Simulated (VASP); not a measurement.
# LiH: vibrations by perturbation theory with PBE

LiH:

```xyz
2
Lattice="0.0000 2.0209 2.0209 2.0209 0.0000 2.0209 2.0209 2.0209 0.0000" Properties=species:S:1:pos:R:3 pbc="T T T"
Li    0.0000    0.0000    0.0000
H     2.0209    2.0209    2.0209
```

```json
{
  "Program": "VASP 6.6.1",
  "Task": "vibrations by perturbation theory",
  "Functional": "PBE",
  "Potentials or basis": "VASP PAW PBE potentials, release 64 (Li_sv, H)",
  "Cutoff": "520 eV",
  "k mesh": "10 × 10 × 10",
  "Occupations": "gaussian, width 0.01 eV",
  "Spin": "no spin polarisation",
  "Dipole correction": "no",
  "Further INCAR settings": "ALGO = Normal; EDIFF = 1e-08; IBRION = 8; NSW = 1"
}
```

| Property | Result |
| --- | --- |
| Electronic dielectric tensor (diagonal) | 4.36 |
| Born charges (mean of the diagonal) | Li +1.02; H -1.02 e |
| Highest phonon frequency at Γ | 558 cm⁻¹ |

Phonon frequencies in cm⁻¹ (negative: imaginary):
```tsv
q point	frequencies
(0.000, 0.000, 0.000)	-3 -3 -3 558 558 558
```

Electronic dielectric tensor:
```
4.36 0.00 0.00
0.00 4.36 0.00
0.00 0.00 4.36
```

Born effective charge tensors (e):
atom 1, Li
```
1.02 0.00 0.00
0.00 1.02 0.00
0.00 0.00 1.02
```
atom 2, H
```
-1.02  0.00  0.00
 0.00 -1.02  0.00
 0.00  0.00 -1.02
```

Wall time 2.6 min on 1 thread of Intel Xeon 8259CL, with other jobs on the host, peak memory 0.16 GiB.

Caveat: the cell stands under pressure or tension, which shifts response properties.
